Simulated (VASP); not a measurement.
Wanted: the native input for a VASP 6.6.1 run.

```yaml
Task: single point
Functional: r2SCAN
Potentials_or_basis: VASP PAW PBE potentials, release 64 (K_sv)
Cutoff: 520 eV
k_mesh: 10 × 10 × 10
Occupations: gaussian, width 0.15 eV
Spin: no spin polarisation
Dipole_correction: no
Further_INCAR_settings: ALGO = Normal; EDIFF = 1e-06; NBANDS = 10
```

The system is K.

```
CELL_PARAMETERS angstrom
3.83629 0.00000 0.00000
0.00000 4.31044 0.00000
0.00000 0.00000 4.19190
ATOMIC_POSITIONS crystal
K 0.00000 0.00000 0.00000
```

This cell differs from its parent crystal: normal strain along x -0.1100, normal strain along z -0.0275.

These files were run (other wordings do the same):

POSCAR

```
K
1.0
    3.8362911461      0.0000000000      0.0000000000
    0.0000000000      4.3104394900      0.0000000000
    0.0000000000      0.0000000000      4.1919024040
K
1
Direct
    0.0000000000      0.0000000000      0.0000000000
```

INCAR.step1

```
SYSTEM = K
ALGO     = Normal         ! electronic algorithm
EDIFF    = 1E-4           ! SCF threshold, eV
ENCUT    = 520            ! plane-wave cutoff, eV
GGA      = PE             ! functional
ISMEAR   = 0              ! smearing method
LASPH    = .True.         ! aspherical terms in the spheres
LCHARG   = .False.        ! write CHGCAR
LREAL    = .False.        ! projectors in reciprocal space
LWAVE    = .True.         ! write WAVECAR
NBANDS   = 10             ! bands
NELM     = 100            ! most SCF steps
PREC     = Accurate       ! precision mode
SIGMA    = 0.15           ! smearing width, eV
```

INCAR.step2

```
SYSTEM = K
ALGO     = Normal         ! electronic algorithm
EDIFF    = 1E-6           ! SCF threshold, eV
ENCUT    = 520            ! plane-wave cutoff, eV
ISIF     = 2              ! what is computed and relaxed
ISMEAR   = 0              ! smearing method
ISTART   = 1            
LASPH    = .True.         ! aspherical terms in the spheres
LCHARG   = .True.         ! write CHGCAR
LELF     = .True.         ! ELF
LMIXTAU  = .True.       
LREAL    = .False.        ! projectors in reciprocal space
LVHAR    = .True.       
LWAVE    = .False.        ! write WAVECAR
METAGGA  = R2SCAN         ! meta-GGA
NBANDS   = 10             ! bands
NELM     = 100            ! most SCF steps
PREC     = Accurate       ! precision mode
SIGMA    = 0.15           ! smearing width, eV
```

KPOINTS

```
k-points
0
Gamma
  10 10 10
  0 0 0
```

Potentials or basis: VASP PAW PBE potentials, release 64 (K_sv).

Launch:

```console
$ cat potpaw_PBE.64/K_sv/POTCAR > POTCAR
$ cp INCAR.step1 INCAR
$ mpirun -np 1 vasp_std > vasp.out
$ cp INCAR.step2 INCAR
$ mpirun -np 1 vasp_std > vasp.out
```

It gave:

* Pressure: 0.5 GPa

Caveat: the cell differs from its parent crystal (normal strain along x -0.1100, normal strain along z -0.0275); the PAW data sets were made with another functional, which shifts forces and pressure a little.

Run time: 5.5 min on 1 thread of Intel Xeon 6975P-C, on a shared host, peak memory 0.28 GiB.
